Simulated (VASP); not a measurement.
# HF in VASP: single point with PBE+D3(BJ)

Aim: the single point of HF with PBE+D3(BJ).

Everything below comes from runs of VASP 6.6.1. Logs are shortened: lines on timing, memory, paths and dates and some standing lists are left out, and cuts for length are marked.

### 1 The cell of the first run

The cell holds an amorphous packing of atoms, 16 atoms: a = 6.479 Å, b = 6.479 Å, c = 6.479 Å, α = 90.00°, β = 90.00°, γ = 90.00°.

### 2 Single point, PBE+D3(BJ)

File INCAR:

```
ALGO = Normal ; EDIFF = 1E-6
ENCUT = 520 ; GGA = PE
ISIF = 2 ; ISMEAR = -1
IVDW = 12 ; LASPH = T
LCHARG = F ; LREAL = Auto
LWAVE = F ; NBANDS = 46
NELM = 80 ; PREC = Accurate
SIGMA = 0.05
```

File KPOINTS:

```
k-points
0
Gamma
  1 1 1
```

File POSCAR:

```
HF
1.0
    6.4792240000      0.0000000000      0.0000000000
    0.0000000000      6.4792240000      0.0000000000
    0.0000000000      0.0000000000      6.4792240000
F H
8 8
Direct
    1.0476321964      0.0335878599      0.3362232535
    0.8788238863      0.0483392136      0.9824009764
   -0.0667378538      0.3488282069      0.7358456107
    0.9387252355      0.4795305467      0.3580001443
    0.3652616466      0.0572519496      0.5844838180
    0.5601463100      0.5393595965      0.9718677242
    0.1887661585      0.6208546584      1.1113664475
    0.5535790690      0.6058166018      0.4245322745
    0.9954048512      0.0429923141      0.1970251019
    0.9022210879      0.1532220579      0.8790872763
   -0.0452673443      0.3604497500      0.5900510543
    1.0493197511      0.5314360145      0.2681954349
    0.2696089245      0.0385577845      0.4744071137
    0.5872943164      0.5864302811      0.8369777364
    0.3324044042      0.5893247596      1.0917980821
    0.6855580603      0.5710558050      0.3724500512
```

Potentials or basis: VASP PAW PBE potentials, release 64 (F, H).

Started as:

```console
> cat potpaw_PBE.64/F/POTCAR potpaw_PBE.64/H/POTCAR > POTCAR
> mpirun -np 1 vasp_gam > vasp.out
```

OUTCAR:

```text
EDIFF = 1E-6
   ENCUT = 520
   GGA = PE
   ISIF = 2
   ISMEAR = -1
   IVDW = 12
   LASPH = T
   LREAL = Auto
   NELM = 80
   PREC = Accurate
 IVDW          = 12

 ion  position               nearest neighbor table
   1  0.048  0.034  0.336-   9 0.97
   2  0.879  0.048  0.982-  10 0.97
   3  0.933  0.349  0.736-  11 0.96
   4  0.939  0.480  0.358-  12 0.98
   5  0.365  0.057  0.584-  13 0.95
   6  0.560  0.539  0.972-  14 0.94
[... 8 lines left out ...]
  15  0.332  0.589  0.092-   7 0.96
  16  0.686  0.571  0.372-   8 0.95

  LATTYP: Found a simple cubic cell.
 ALAT       =     6.4792240000

  Lattice vectors:

 A1 = (   6.4792240000,   0.0000000000,   0.0000000000)
 A2 = (   0.0000000000,   6.4792240000,   0.0000000000)
 A3 = (   0.0000000000,   0.0000000000,   6.4792240000)

Analysis of symmetry for initial positions (statically):
=====================================================================
 Subroutine PRICEL returns:
 Original cell was already a primitive cell.

 Routine SETGRP: Setting up the symmetry group for a
 simple cubic supercell.

 Subroutine GETGRP returns: Found  1 space group operations
 (whereof  1 operations were pure point group operations)
 out of a pool of 48 trial point group operations.

The static configuration has the point symmetry C_1 .

Analysis of symmetry for dynamics (positions and initial velocities):
=====================================================================
 Subroutine PRICEL returns:
 Original cell was already a primitive cell.

 Routine SETGRP: Setting up the symmetry group for a
 simple cubic supercell.

 Subroutine GETGRP returns: Found  1 space group operations
 (whereof  1 operations were pure point group operations)
 out of a pool of 48 trial point group operations.

The dynamic configuration has the point symmetry C_1 .

 Subroutine INISYM returns: Found  1 space group operations
 (whereof  1 operations are pure point group operations),
 and found     1 'primitive' translations

----------------------------------------------------------------------------------------

                                     Primitive cell

  volume of cell :     272.0001

  direct lattice vectors                    reciprocal lattice vectors
     6.479224000  0.000000000  0.000000000     0.154339470  0.000000000  0.000000000
     0.000000000  6.479224000  0.000000000     0.000000000  0.154339470  0.000000000
     0.000000000  0.000000000  6.479224000     0.000000000  0.000000000  0.154339470

  length of vectors
     6.479224000  6.479224000  6.479224000     0.154339470  0.154339470  0.154339470

  position of ions in fractional coordinates (direct lattice)
     0.047632196  0.033587860  0.336223254
     0.878823886  0.048339214  0.982400976
     0.933262146  0.348828207  0.735845611
     0.938725236  0.479530547  0.358000144
     0.365261647  0.057251950  0.584483818
     0.560146310  0.539359596  0.971867724
[... 8 lines left out ...]
     0.332404404  0.589324760  0.091798082
     0.685558060  0.571055805  0.372450051

  ion indices of the primitive-cell ions
   primitive index   ion index
                 1           1
                 2           2
                 3           3
                 4           4
                 5           5
                 6           6
[... 8 lines left out ...]
                15          15
                16          16

----------------------------------------------------------------------------------------

 KPOINTS: k-points

Automatic generation of k-mesh.
 Grid dimensions read from file:
 generate k-points for:    1    1    1

 Generating k-lattice:

  Cartesian coordinates                     Fractional coordinates (reciprocal lattice)
     0.154339470  0.000000000  0.000000000     1.000000000  0.000000000  0.000000000
     0.000000000  0.154339470  0.000000000     0.000000000  1.000000000  0.000000000
     0.000000000  0.000000000  0.154339470     0.000000000  0.000000000  1.000000000

  Length of vectors
     0.154339470  0.154339470  0.154339470

  Shift w.r.t. Gamma in fractional coordinates (k-lattice)
     0.000000000  0.000000000  0.000000000

 Subroutine IBZKPT returns following result:
 ===========================================

 Found      1 irreducible k-points:

 Following reciprocal coordinates:
            Coordinates               Weight
  0.000000  0.000000  0.000000      1.000000
   k-points           NKPTS =      1   k-points in BZ     NKDIM =      1   number of bands    NBANDS=     46
   number of dos      NEDOS =    301   number of ions     NIONS =     16
   total plane-waves  NPLWV = 110592
   dimension x,y,z NGX =    48 NGY =   48 NGZ =   48
   dimension x,y,z NGXF=    96 NGYF=   96 NGZF=   96
   ions per type =               8   8
   NGX,Y,Z   is equivalent  to a cutoff of  12.32, 12.32, 12.32 a.u.
   NGXF,Y,Z  is equivalent  to a cutoff of  24.63, 24.63, 24.63 a.u.
 SYSTEM =  unknown system
   PREC   = accura    normal or accurate (medium, high low for compatibility)
   ISTART =      0    job   : 0-new  1-cont  2-samecut
   ICHARG =      2    charge: 1-file 2-atom 10-const
   ISPIN  =      1    spin polarized calculation?
   LNONCOLLINEAR =      F non collinear calculations
   LSORBIT =      F    spin-orbit coupling
   LASPH  =      T    aspherical Exc in radial PAW
   ENCUT  =  520.0 eV  38.22 Ry    6.18 a.u.  12.05 12.05 12.05*2*pi/ulx,y,z
   NELM   =     80;   NELMIN=  2; NELMDL= -5     # of ELM steps
   EDIFF  = 0.1E-05   stopping-criterion for ELM
   LREAL  =      T    real-space projection
   EDIFFG = 0.1E-04   stopping-criterion for IOM
   NSW    =      0    number of steps for IOM
   IBRION =     -1    ionic relax: 0-MD 1-quasi-New 2-CG
   NFREE  =      0    steps in history (QN), initial steepest desc. (CG)
   ISIF   =      2    stress and relaxation
   ISYM   =      2    0-nonsym 1-usesym 2-fastsym
   POTIM  = 0.5000    time-step for ionic-motion
   TEBEG  =    0.0;   TEEND  =   0.0 temperature during run
   PSTRESS=    0.0 pullay stress
   NELECT =      64.0000    total number of electrons
   NUPDOWN=      -1.0000    fix difference up-down
   EMIN   =  10.00;   EMAX   =-10.00  energy-range for DOS
   EFERMI =   0.00;   METHOD = LEGACY
   ISMEAR =    -1;   SIGMA  =   0.05  broadening in eV -4-tet -1-fermi 0-gaus
   EFERMI_NEDOS =   21; number of points for ismear=-14 and -15
   IALGO  =     38    algorithm
   IMIX   =      4    mixing-type and parameters
     AMIX     =   0.40;   BMIX     =  1.00
     AMIX_MAG =   1.60;   BMIX_MAG =  1.00
  volume/ion in A,a.u.               =      17.00       114.72
  Fermi-wavevector in a.u.,A,eV,Ry     =   1.010676  1.909900 13.897880  1.021465
  Thomas-Fermi vector in A             =   2.143679
   LORBIT       =      0    0 simple, 1 ext, 2 COOP (PROOUT), +10 PAW based schemes
   GGA     = PE    functional components
   LHFCALC =     F    Hartree Fock is set to
   AEXX    =    0.0000 exact exchange contribution
   IVDW    =    12    specifies the selected vdW correction
   LEPSILON=     F    determine dielectric tensor
   LRPA    =     F    only Hartree local field effects (RPA)
 non-spin polarized calculation
  energy-cutoff  :      520.00
  volume of cell :      272.00
 maximum number of plane-waves:      3625
   NGX = 25   NGY = 25   NGZ = 25

 number of electron      64.0000015 magnetization

 Free energy of the ion-electron system (eV)
  ---------------------------------------------------
  ext. energy  EPLUGINS =         0.00000000
  ---------------------------------------------------
  free energy    TOTEN  =       -65.63639439 eV

  energy without entropy =      -65.63639439  energy(sigma->0) =      -65.63639439

 E-fermi :  -5.1392     XC(G=0):  -5.5945

 val. band max:       -6.4499311066   @ k =   0.0000   0.0000   0.0000
 cond. band min:      -0.1686343845   @ k =   0.0000   0.0000   0.0000
 fundamental gap:      6.2812967221
 Fermi energy:        -5.1392132611

 k-point     1 :       0.0000    0.0000    0.0000
  band No.  band energies     occupation
      1     -29.0527      2.00000
      2     -28.7779      2.00000
      3     -28.6141      2.00000
      4     -28.3252      2.00000
      5     -28.1013      2.00000
      6     -27.6555      2.00000
[... 36 lines left out ...]
     43       6.4135      0.00000
     44       6.4969      0.00000
 [bands above 44 left out]

------------------------ aborting loop because EDIFF is reached ----------------------------------------

 Edisp (eV)   -0.29025

 E8    (eV) :    -0.0572

  FORCE on cell =-STRESS in cart. coord.  units (eV):
  Direction    XX          YY          ZZ          XY          YZ          ZX
  --------------------------------------------------------------------------------------
  -------------------------------------------------------------------------------------
  Total      -0.86802    -0.59387    -1.12259    -0.12189     0.21756    -0.14772
  in kB      -5.11298    -3.49811    -6.61245    -0.71795     1.28149    -0.87009
  external pressure =       -5.07 kB  Pullay stress =        0.00 kB

 VOLUME and BASIS-vectors are now :
 -----------------------------------------------------------------------------
  energy-cutoff  :      520.00
  volume of cell :      272.00
      direct lattice vectors                 reciprocal lattice vectors
     6.479224000  0.000000000  0.000000000     0.154339470  0.000000000  0.000000000
     0.000000000  6.479224000  0.000000000     0.000000000  0.154339470  0.000000000
     0.000000000  0.000000000  6.479224000     0.000000000  0.000000000  0.154339470

 POSITION                                       TOTAL-FORCE (eV/Angst)
 -----------------------------------------------------------------------------------
      0.30862      0.21762      2.17847         0.044111     -0.032176      0.117630
      5.69410      0.31320      6.36520         0.034962     -0.089632      0.096286
      6.04681      2.26014      4.76771        -0.034649     -0.043180      0.169731
      6.08221      3.10699      2.31956        -0.103054     -0.077999      0.106244
      2.36661      0.37095      3.78700        -0.002953      0.015406     -0.035343
      3.62931      3.49463      6.29695        -0.079929     -0.042413      0.178931
[... 8 lines left out ...]
      2.15372      3.81837      0.59478         0.162831     -0.037270     -0.119089
      4.44188      3.70000      2.41319         0.239995     -0.045194     -0.033634
 -----------------------------------------------------------------------------------
    total drift:                               -0.003661      0.005244      0.010060

  FREE ENERGIE OF THE ION-ELECTRON SYSTEM (eV)
  ---------------------------------------------------
  free  energy   TOTEN  =       -65.9266415343 eV

  energy  without entropy=      -65.9266415343  energy(sigma->0) =      -65.92664153
```

It took 16 s on 1 thread of Intel Xeon Platinum 8559C (Emerald Rapids), shared host; peak memory 0.29 GiB.

Results:

```
Free energy                : -65.9266 eV
Pressure                   : -0.5 GPa
Largest force              : 0.263 eV/Å
Band gap on the k mesh     : 6.28 eV
Dispersion energy per atom : -0.018 eV
```

Forces in eV/Å, atoms in the order of the input:
```
F    0.044 -0.032  0.118
F    0.035 -0.090  0.096
F   -0.035 -0.043  0.170
F   -0.103 -0.078  0.106
F   -0.003  0.015 -0.035
F   -0.080 -0.042  0.179
F   -0.098  0.034  0.060
F   -0.214  0.064  0.139
H   -0.075  0.015 -0.200
H    0.042  0.100 -0.088
H    0.040  0.044 -0.171
H    0.100  0.054 -0.079
H   -0.005  0.002  0.061
H   -0.052  0.038 -0.203
H    0.163 -0.037 -0.119
H    0.240 -0.045 -0.034
```

Stress tensor (GPa, compression positive):
```
-0.51 -0.07 -0.09
-0.07 -0.35  0.13
-0.09  0.13 -0.66
```

Caveat: the k points lie up to 0.97 Å⁻¹ apart.
